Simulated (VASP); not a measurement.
# Mg (P6_3/mmc) in VASP: relaxation of cell and atoms with LDA

Aim: the relaxation of cell and atoms of Mg with LDA.

Program: VASP 6.6.1. These are calculated values, not measurements. Logs are shortened: lines on timing, memory, paths and dates and some standing lists are left out, and cuts for length are marked.

### 1 The cell of the first run

The structure is hexagonal, space group P6_3/mmc (No. 194). Conventional cell: a = 3.210 Å, b = 3.210 Å, c = 5.213 Å, α = 90.00°, β = 90.00°, γ = 120.00°. Mg (site symmetry -6m2) has 12 Mg at 3.20 to 3.21 Å within 4.2 Å.

### 2 Relaxation of cell and atoms, LDA

INCAR reads:

```
PREC     = Accurate       # precision mode
ENCUT    = 750            # plane-wave cutoff, eV
EDIFF    = 1E-7           # SCF threshold, eV
ISMEAR   = 0              # smearing method
SIGMA    = 0.05           # smearing width, eV
LREAL    = F              # projectors in reciprocal space
LASPH    = T              # aspherical terms in the spheres
NELM     = 120            # most SCF steps
ALGO     = Normal         # electronic algorithm
ISIF     = 3              # what is computed and relaxed
LWAVE    = F              # write WAVECAR
LCHARG   = F              # write CHGCAR
IBRION   = 2              # ionic algorithm
NSW      = 80             # ionic steps
EDIFFG   = -0.01          # ionic threshold
GGA_COMPAT= F            
NELMIN   = 4
```

KPOINTS reads:

```
regular mesh
0
Gamma
  16 16 8
```

POSCAR reads:

```
Mg
1.0
    3.2100000000      0.0000000000      0.0000000000
   -1.6050000000      2.7799415461      0.0000000000
    0.0000000000      0.0000000000      5.2130400000
Mg
2
Direct
    0.3333333333      0.6666666667      0.7500000000
    0.6666666667      0.3333333333      0.2500000000
```

Potentials or basis: VASP PAW LDA potentials, release 64 (Mg_sv).

Started as:

```
$ cat potpaw_LDA.64/Mg_sv/POTCAR > POTCAR
$ mpirun -np 1 vasp_std > vasp.out
```

OUTCAR:

```text
PREC = Accurate
   ENCUT = 750
   EDIFF = 1E-7
   ISMEAR = 0
   LREAL = F
   LASPH = T
   NELM = 120
   ISIF = 3
   IBRION = 2
   NSW = 80
   EDIFFG = -0.01
   NELMIN = 4

 ion  position               nearest neighbor table
   1  0.333  0.667  0.750-
   2  0.667  0.333  0.250-

  LATTYP: Found a hexagonal cell.
 ALAT       =     3.2100000000
 C/A-ratio  =     1.6240000000

  Lattice vectors:

 A1 = (   3.2100000000,   0.0000000000,   0.0000000000)
 A2 = (  -1.6050000000,   2.7799415461,   0.0000000000)
 A3 = (   0.0000000000,   0.0000000000,   5.2130400000)

Analysis of symmetry for initial positions (statically):
=====================================================================
 Subroutine PRICEL returns:
 Original cell was already a primitive cell.

 Routine SETGRP: Setting up the symmetry group for a
 hexagonal supercell.

 Subroutine GETGRP returns: Found 24 space group operations
 (whereof 12 operations were pure point group operations)
 out of a pool of 24 trial point group operations.

The static configuration has the point symmetry D_3d.
 The point group associated with its full space group is D_6h.

Analysis of symmetry for dynamics (positions and initial velocities):
=====================================================================
 Subroutine PRICEL returns:
 Original cell was already a primitive cell.

 Routine SETGRP: Setting up the symmetry group for a
 hexagonal supercell.

 Subroutine GETGRP returns: Found 24 space group operations
 (whereof 12 operations were pure point group operations)
 out of a pool of 24 trial point group operations.

The dynamic configuration has the point symmetry D_3d.
 The point group associated with its full space group is D_6h.

 Subroutine INISYM returns: Found 24 space group operations
 (whereof 12 operations are pure point group operations),
 and found     1 'primitive' translations

----------------------------------------------------------------------------------------

                                     Primitive cell

  volume of cell :      46.5191

  direct lattice vectors                    reciprocal lattice vectors
     3.210000000  0.000000000  0.000000000     0.311526480  0.179859897  0.000000000
    -1.605000000  2.779941546  0.000000000     0.000000000  0.359719794  0.000000000
     0.000000000  0.000000000  5.213040000     0.000000000  0.000000000  0.191826650

  length of vectors
     3.210000000  3.210000000  5.213040000     0.359719794  0.359719794  0.191826650

  position of ions in fractional coordinates (direct lattice)
     0.333333333  0.666666667  0.750000000
     0.666666667  0.333333333  0.250000000

  ion indices of the primitive-cell ions
   primitive index   ion index
                 1           1
                 2           2

----------------------------------------------------------------------------------------

 KPOINTS: regular mesh

Automatic generation of k-mesh.
 Grid dimensions read from file:
 generate k-points for:   16   16    8

 Generating k-lattice:

  Cartesian coordinates                     Fractional coordinates (reciprocal lattice)
     0.019470405  0.011241244  0.000000000     0.062500000  0.000000000  0.000000000
     0.000000000  0.022482487  0.000000000     0.000000000  0.062500000  0.000000000
     0.000000000  0.000000000  0.023978331     0.000000000  0.000000000  0.125000000

  Length of vectors
     0.022482487  0.022482487  0.023978331

  Shift w.r.t. Gamma in fractional coordinates (k-lattice)
     0.000000000  0.000000000  0.000000000

 Subroutine IBZKPT returns following result:
 ===========================================

 Found    150 irreducible k-points:

 Following reciprocal coordinates:
            Coordinates               Weight
  0.000000  0.000000  0.000000      1.000000
  0.062500 -0.000000  0.000000      6.000000
  0.125000 -0.000000  0.000000      6.000000
  0.187500 -0.000000  0.000000      6.000000
  0.250000 -0.000000  0.000000      6.000000
  0.312500 -0.000000  0.000000      6.000000
[... 16 lines left out ...]
  0.187500  0.187500  0.000000      6.000000
  0.250000  0.187500  0.000000     12.000000
 [... further k-points ...]
   k-points           NKPTS =    150   k-points in BZ     NKDIM =    150   number of bands    NBANDS=     14
   number of dos      NEDOS =    301   number of ions     NIONS =      2
   total plane-waves  NPLWV =  43200
   dimension x,y,z NGX =    30 NGY =   30 NGZ =   48
   dimension x,y,z NGXF=    60 NGYF=   60 NGZF=   96
   ions per type =               2
   NGX,Y,Z   is equivalent  to a cutoff of  15.54, 15.54, 15.31 a.u.
   NGXF,Y,Z  is equivalent  to a cutoff of  31.07, 31.07, 30.61 a.u.
 SYSTEM =  unknown system
   PREC   = accura    normal or accurate (medium, high low for compatibility)
   ISTART =      0    job   : 0-new  1-cont  2-samecut
   ICHARG =      2    charge: 1-file 2-atom 10-const
   ISPIN  =      1    spin polarized calculation?
   LNONCOLLINEAR =      F non collinear calculations
   LSORBIT =      F    spin-orbit coupling
   LASPH  =      T    aspherical Exc in radial PAW
   ENCUT  =  750.0 eV  55.12 Ry    7.42 a.u.   7.17  7.17 11.64*2*pi/ulx,y,z
   NELM   =    120;   NELMIN=  4; NELMDL= -5     # of ELM steps
   EDIFF  = 0.1E-06   stopping-criterion for ELM
   LREAL  =      F    real-space projection
   EDIFFG = -.1E-01   stopping-criterion for IOM
   NSW    =     80    number of steps for IOM
   IBRION =      2    ionic relax: 0-MD 1-quasi-New 2-CG
   NFREE  =      1    steps in history (QN), initial steepest desc. (CG)
   ISIF   =      3    stress and relaxation
   ISYM   =      2    0-nonsym 1-usesym 2-fastsym
   POTIM  = 0.5000    time-step for ionic-motion
   TEBEG  =    0.0;   TEEND  =   0.0 temperature during run
   PSTRESS=    0.0 pullay stress
   NELECT =      20.0000    total number of electrons
   NUPDOWN=      -1.0000    fix difference up-down
   EMIN   =  10.00;   EMAX   =-10.00  energy-range for DOS
   EFERMI =   0.00;   METHOD = LEGACY
   ISMEAR =     0;   SIGMA  =   0.05  broadening in eV -4-tet -1-fermi 0-gaus
   EFERMI_NEDOS =   21; number of points for ismear=-14 and -15
   IALGO  =     38    algorithm
   IMIX   =      4    mixing-type and parameters
     AMIX     =   0.40;   BMIX     =  1.00
     AMIX_MAG =   1.60;   BMIX_MAG =  1.00
  volume/ion in A,a.u.               =      23.26       156.96
  Fermi-wavevector in a.u.,A,eV,Ry     =   1.235590  2.334926 20.771765  1.526682
  Thomas-Fermi vector in A             =   2.370233
   LORBIT       =      0    0 simple, 1 ext, 2 COOP (PROOUT), +10 PAW based schemes
   GGA     = CA    functional components
   LHFCALC =     F    Hartree Fock is set to
   AEXX    =    0.0000 exact exchange contribution
   IVDW    =     0    specifies the selected vdW correction
   LEPSILON=     F    determine dielectric tensor
   LRPA    =     F    only Hartree local field effects (RPA)
 conjugate gradient relaxation of ions
 non-spin polarized calculation
 Gauss-broadening in eV      SIGMA  =   0.05
  energy-cutoff  :      750.00
  volume of cell :       46.52
 maximum number of plane-waves:      2194
 NGX is ok and might be reduce to    30
   NGX = 15   NGY = 15   NGZ = 23

--------------------------------------- Ionic step        1  -------------------------------------------

 number of electron      19.9999983 magnetization

 Free energy of the ion-electron system (eV)
  ---------------------------------------------------
  ext. energy  EPLUGINS =         0.00000000
  ---------------------------------------------------
  free energy    TOTEN  =        -3.51390772 eV

  energy without entropy =       -3.51268948  energy(sigma->0) =       -3.51329860

------------------------ aborting loop because EDIFF is reached ----------------------------------------

  FORCE on cell =-STRESS in cart. coord.  units (eV):
  Direction    XX          YY          ZZ          XY          YZ          ZX
  --------------------------------------------------------------------------------------
  -------------------------------------------------------------------------------------
  Total       -0.8821378     -0.8821378     -0.9820335      0.0000000     -0.0000000      0.0000000
  in kB      -30.3819246    -30.3819246    -33.8224539      0.0000000     -0.0000000      0.0000000
  external PRESSURE =     -31.5287677 kB  Pullay stress =       0.0000000 kB

 VOLUME and BASIS-vectors are now :
 -----------------------------------------------------------------------------
  energy-cutoff  :      750.00
  volume of cell :       46.52
      direct lattice vectors                 reciprocal lattice vectors
     3.210000000  0.000000000  0.000000000     0.311526480  0.179859897  0.000000000
    -1.605000000  2.779941546  0.000000000     0.000000000  0.359719794  0.000000000
     0.000000000  0.000000000  5.213040000     0.000000000  0.000000000  0.191826650
[... 181 lines left out ...]
 POSITION                                       TOTAL-FORCE (eV/Angst)
 -----------------------------------------------------------------------------------
     -0.00000      1.80642      3.77576        -0.000000      0.000000      0.000000
      1.56441      0.90321      1.25859         0.000000     -0.000000      0.000000
 -----------------------------------------------------------------------------------
    total drift:                               -0.000000      0.000000     -0.000000

  FREE ENERGIE OF THE ION-ELECTRON SYSTEM (eV)
  ---------------------------------------------------
  free  energy   TOTEN  =        -3.5535977421 eV

  energy  without entropy=       -3.5523790639  energy(sigma->0) =       -3.55298840

--------------------------------------- Ionic step        7  -------------------------------------------

 number of electron      20.0000015 magnetization

 Free energy of the ion-electron system (eV)
  ---------------------------------------------------
  ext. energy  EPLUGINS =         0.00000000
  ---------------------------------------------------
  free energy    TOTEN  =        -3.55361616 eV

  energy without entropy =       -3.55240266  energy(sigma->0) =       -3.55300941

 E-fermi :   2.5970     XC(G=0):  -9.2076

 val. band max:        2.5918327906   @ k =   0.2500  -0.0000   0.0000
 cond. band min:       2.5980685455   @ k =   0.3125   0.3125   0.2500
 fundamental gap:      0.0062357548
 Fermi energy:         2.5969961749

 k-point     1 :       0.0000    0.0000    0.0000
  band No.  band energies     occupation
      1     -72.5239      2.00000
      2     -72.5193      2.00000
      3     -40.0391      2.00000
      4     -40.0002      2.00000
      5     -40.0002      2.00000
      6     -39.9935      2.00000
      7     -39.9932      2.00000
      8     -39.9932      2.00000
      9      -4.6397      2.00000
     10       0.8737      2.00000
     11       1.3992      2.00000
     12      13.7931      0.00000
     13      13.7931      0.00000
     14      13.9648      0.00000

 k-point     2 :       0.0625   -0.0000    0.0000
  band No.  band energies     occupation
      1     -72.5236      2.00000
      2     -72.5191      2.00000
      3     -40.0385      2.00000
      4     -40.0013      2.00000
      5     -40.0006      2.00000
      6     -39.9944      2.00000
      7     -39.9936      2.00000
      8     -39.9934      2.00000
      9      -4.5593      2.00000
     10       0.9457      2.00000
[... 362 lines left out ...]
 k-point    24 :       0.2500    0.1875    0.0000
  band No.  band energies     occupation
      1     -72.5201      2.00000
      2     -72.5180      2.00000
      3     -40.0232      2.00000
      4     -40.0230      2.00000
      5     -40.0206      2.00000
      6     -40.0098      2.00000
      7     -40.0028      2.00000
      8     -40.0022      2.00000
      9      -1.7218      2.00000
     10       3.5490      0.00000
     11       3.6439      0.00000
     12       4.7190      0.00000
     13       5.9429      0.00000
     14       9.3501      0.00000

 [... further k-points ...]
[... 5 lines left out ...]
  --------------------------------------------------------------------------------------
  -------------------------------------------------------------------------------------
  Total       -0.0020646     -0.0020646      0.0011517     -0.0000000      0.0000000     -0.0000000
  in kB       -0.0773568     -0.0773568      0.0431500     -0.0000000      0.0000000     -0.0000000
  external PRESSURE =      -0.0371879 kB  Pullay stress =       0.0000000 kB

 VOLUME and BASIS-vectors are now :
 -----------------------------------------------------------------------------
  energy-cutoff  :      750.00
  volume of cell :       42.76
      direct lattice vectors                 reciprocal lattice vectors
     3.130683638  0.000000000  0.000000000     0.319419052  0.184416676  0.000000000
    -1.565341819  2.711251562  0.000000000     0.000000000  0.368833351  0.000000000
     0.000000000 -0.000000000  5.037833331     0.000000000 -0.000000000  0.198498032

 POSITION                                       TOTAL-FORCE (eV/Angst)
 -----------------------------------------------------------------------------------
     -0.00000      1.80750      3.77837        -0.000000      0.000000      0.000000
      1.56534      0.90375      1.25946         0.000000     -0.000000      0.000000
 -----------------------------------------------------------------------------------
    total drift:                               -0.000000      0.000000     -0.000000

  FREE ENERGIE OF THE ION-ELECTRON SYSTEM (eV)
  ---------------------------------------------------
  free  energy   TOTEN  =        -3.5536161642 eV

  energy  without entropy=       -3.5524026552  energy(sigma->0) =       -3.55300941

 reached required accuracy - stopping structural energy minimisation
```

It took 3.9 min on 1 thread of Intel Xeon 6975P-C (Granite Rapids), shared host; peak memory 0.27 GiB.

What came out:

- Free energy: -3.5536 eV
- Relaxed volume: 21.38 Å³/atom
- Relaxed cell: a = 3.131 Å, b = 3.131 Å, c = 5.038 Å, α = 90.00°, β = 90.00°, γ = 120.00°
- Space group after relaxing (to 0.1 Å): P6_3/mmc (No. 194)
- Energy gained by relaxing: 19.9 meV/atom
- Ionic steps: 7
- Pressure after relaxing: 0.0 GPa
- Band gap on the k mesh: zero (bands 10 and 11 overlap by 2.19 eV)

The path:
```
step  energy change (eV)  largest force (eV/Å)  pressure (GPa)  volume (Å³)
   1              0.0000                0.0000           -3.15        46.52
   2             -0.0377                0.0000           -0.73        43.50
   3             -0.0395                0.0000            0.00        42.76
   4             -0.0395                0.0000            0.09        42.68
   5             -0.0396                0.0000            0.07        42.68
   6             -0.0397                0.0000            0.07        42.68
   7             -0.0397                0.0000            0.00        42.76
```

Final structure:
```yaml
crystal:
  lattice:
    - [3.13068, 0.00000, 0.00000]
    - [-1.56534, 2.71125, 0.00000]
    - [0.00000, 0.00000, 5.03783]
  atoms:
    - { symbol: Mg, position: [0.33333, 0.66667, 0.75000] }
    - { symbol: Mg, position: [0.66667, 0.33333, 0.25000] }
```
